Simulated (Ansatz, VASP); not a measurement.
## BP in VASP and in Ansatz

Contents of INCAR:

```
  PREC = Accurate
  ENCUT = 520
  EDIFF = 1E-7
  ISMEAR = 0
  SIGMA = 0.05
  LREAL = F
  LASPH = T
  NELM = 60
  ALGO = Normal
  ISIF = 2
  LWAVE = F
  LCHARG = T
  GGA = PE
  LELF = T
  LVHAR = T
  NBANDS = 11
```

Contents of KPOINTS:

```
regular mesh
0
Gamma
  10 10 10
```

POSCAR

```
BP
1.0
    0.0000000000      2.3087075000      2.2690000000
    2.3087075000      0.0000000000      2.2690000000
    2.3087075000      2.3087075000      0.0000000000
B P
1 1
Direct
    0.0000000000      0.0000000000      0.0000000000
    0.7500000000      0.7500000000      0.7500000000
```

Input for Ansatz:

```yaml
crystal:
  lattice:
    - [0.0, 2.3087075, 2.269]
    - [2.3087075, 0.0, 2.269]
    - [2.3087075, 2.3087075, 0.0]
  atoms:
    - { symbol: B, position: [0.0, 0.0, 0.0] }
    - { symbol: P, position: [0.75, 0.75, 0.75] }
basis:
  ecutwfc: 420
kpoints:
  mp_grid: { grid: [10, 10, 10] }
hamiltonian:
  xc: pbe
scf:
  occupations: { method: gaussian, width: 0.05 }
output:
  forces: true
  stress: true
  eigenvalues: true
```

Change from the starting cell: strain +0.0175 x Voigt [1, 1, 0, 0, 0, 0], atoms carried along.

Alike in both runs: task single point; functional PBE; k mesh 10 × 10 × 10; occupations gaussian, width 0.05 eV; no spin polarisation.

|  | VASP | Ansatz |
| --- | --- | --- |
| version | VASP 6.6.1 | Ansatz 0.2.0 |
| potentials or method | VASP PAW PBE potentials, release 64 (B, P), cutoff 520 eV | scalar-relativistic, plane waves, PAW |
| valence electrons in the cell | 8 | 8 |

|  | VASP | Ansatz | Ansatz less VASP |
| --- | --- | --- | --- |
| gap on the k mesh at the Fermi level (eV) | 1.03 | 1.03 | +0.004 |
| least direct gap on the mesh (eV) | 3.18 | 3.18 | +0.003 |
| pressure (GPa) | -4.5 | -4.3 | +0.21 |
| traceless stress, the component that is largest in VASP (GPa) | 2.94 | 2.94 | -0.004 |

With one functional, cell and mesh, what is left measures potentials, basis and numerics.
